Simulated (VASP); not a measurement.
Set up this calculation in VASP 6.6.1, as the native input.

- Task: single point
- Functional: LDA
- Potentials or basis: VASP PAW LDA potentials, release 64 (Ti_sv, Al)
- Cutoff: 520 eV
- k mesh: 12 × 12 × 12
- Occupations: gaussian, width 0.15 eV
- Spin: no spin polarisation
- Dipole correction: no
- Further INCAR settings: ALGO = Fast; EDIFF = 1e-06; NBANDS = 27

The structure of TiAl2 lies in POSCAR:

```
TiAl2
1.0
    2.0175211929     -6.2383922720      0.0000000000
    2.0175211929      6.2383922720      0.0000000000
    0.0000000000      0.0000000000      3.8921543845
Ti Al
2 4
Direct
    0.6560576955      0.3439423045      0.0000000000
    0.3439423045      0.6560576955      0.0000000000
    0.0000000000      0.0000000000      0.0000000000
    0.8269820961      0.1730179039      0.5000000000
    0.1730179039      0.8269820961      0.5000000000
    0.5000000000      0.5000000000      0.5000000000
```

One way to write it, as run:

INCAR

```
SYSTEM = TiAl2
ALGO = Fast
EDIFF = 1E-6
ENCUT = 520
GGA = CA
ISIF = 2
ISMEAR = 0
LASPH = .TRUE.
LCHARG = .FALSE.
LREAL = .FALSE.
LWAVE = .FALSE.
NBANDS = 27
NELM = 60
PREC = Accurate
SIGMA = 0.15
```

KPOINTS

```
k-points
0
G
  12 12 12
  0 0 0
```

Potentials or basis: VASP PAW LDA potentials, release 64 (Ti_sv, Al).

Command:

```bash
$ cat potpaw_LDA.64/Ti_sv/POTCAR potpaw_LDA.64/Al/POTCAR > POTCAR
$ mpirun -np 1 vasp_std > vasp.out
```

It gave:

```yaml
Pressure: -7.9 GPa
Largest_force: 0.173 eV/Å
Band_gap_on_the_k_mesh: zero (bands 18 and 19 overlap by 1.50 eV)
```

Caveat: the stress differs along the axes, from -10 to -4 GPa.

Wall time 68 min on 1 thread of Intel Xeon 8259CL (shared host), peak memory 0.71 GiB.
